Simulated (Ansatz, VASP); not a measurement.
# HfO2 in VASP and in Ansatz

The input INCAR:

```
SYSTEM = HfO2
ALGO     = Normal         ! electronic algorithm
EDIFF    = 1E-6           ! SCF threshold, eV
ENCUT    = 520            ! plane-wave cutoff, eV
GGA      = PE             ! functional
ISIF     = 2              ! what is computed and relaxed
ISMEAR   = 0              ! smearing method
LASPH    = .TRUE.         ! aspherical terms in the spheres
LCHARG   = .FALSE.        ! write CHGCAR
LREAL    = .FALSE.        ! projectors in reciprocal space
LWAVE    = .FALSE.        ! write WAVECAR
NBANDS   = 31             ! bands
NELM     = 60             ! most SCF steps
PREC     = Accurate       ! precision mode
SIGMA    = 0.05           ! smearing width, eV
```

Contents of KPOINTS:

```
k-points
0
G
  6 6 4
  0 0 0
```

The input POSCAR:

```
HfO2
1.0
    4.1449505016      0.0000000000      0.0000000000
    0.0000000000      3.6043047840      0.0000000000
    0.0000000000      0.0000000000      5.2639672632
Hf O
2 4
Direct
    0.5000000000      0.5000000000      0.5000000000
    0.0000000000      0.0000000000      0.0000000000
    0.0000000000      0.5000000000      0.6932520948
    0.5000000000      0.0000000000      0.8067479052
    0.5000000000      0.0000000000      0.3067479052
    0.0000000000      0.5000000000      0.1932520948
```

Input for Ansatz:

```yaml
crystal:
  lattice:
    - [4.1449505016, 0.0, 0.0]
    - [0.0, 3.604304784, 0.0]
    - [0.0, 0.0, 5.2639672632]
  atoms:
    - { symbol: Hf, position: [0.5, 0.5, 0.5] }
    - { symbol: Hf, position: [0.0, 0.0, 0.0] }
    - { symbol: O, position: [0.0, 0.5, 0.6932520948] }
    - { symbol: O, position: [0.5, 0.0, 0.8067479052] }
    - { symbol: O, position: [0.5, 0.0, 0.3067479052] }
    - { symbol: O, position: [0.0, 0.5, 0.1932520948] }
basis:
  ecutwfc: 420
kpoints:
  mp_grid: { grid: [6, 6, 4] }
hamiltonian:
  xc: pbe
scf:
  occupations: { method: gaussian, width: 0.05 }
output:
  forces: true
  stress: true
  eigenvalues: true
```

Change from the starting cell: strain +0.1500 x Voigt [1, 0, 0, 0, 0, 0], atoms carried along.

Alike in both runs: task single point; functional PBE; k mesh 6 × 6 × 4; occupations gaussian, width 0.05 eV; no spin polarisation.

|  | VASP | Ansatz |
| --- | --- | --- |
| version | VASP 6.6.1 | Ansatz 0.2.0 |
| potentials or method | VASP PAW PBE potentials, release 64 (Hf_pv, O), cutoff 520 eV | scalar-relativistic, plane waves, PAW |
| valence electrons in the cell | 44 | 76 |

```csv
,VASP,Ansatz,Ansatz less VASP
gap on the k mesh at the Fermi level (eV),3.62,3.66,+0.047
least direct gap on the mesh (eV),3.69,3.73,+0.045
pressure (GPa),-24.3,-22.1,+2.20
"traceless stress, the component that is largest in VASP (GPa)",14.35,14.10,-0.247
rms of the force components (eV/Å),0.601,0.614,+0.0134
```

Atom by atom the forces differ by 0.037 eV/Å (rms over components). The functional is the same, so the differences come from potentials, cutoffs and numerics. VASP's potentials hold 44 valence electrons a cell and Ansatz's 76, so a difference there can come from the potentials and not from the codes.

Spin-orbit coupling is off throughout.
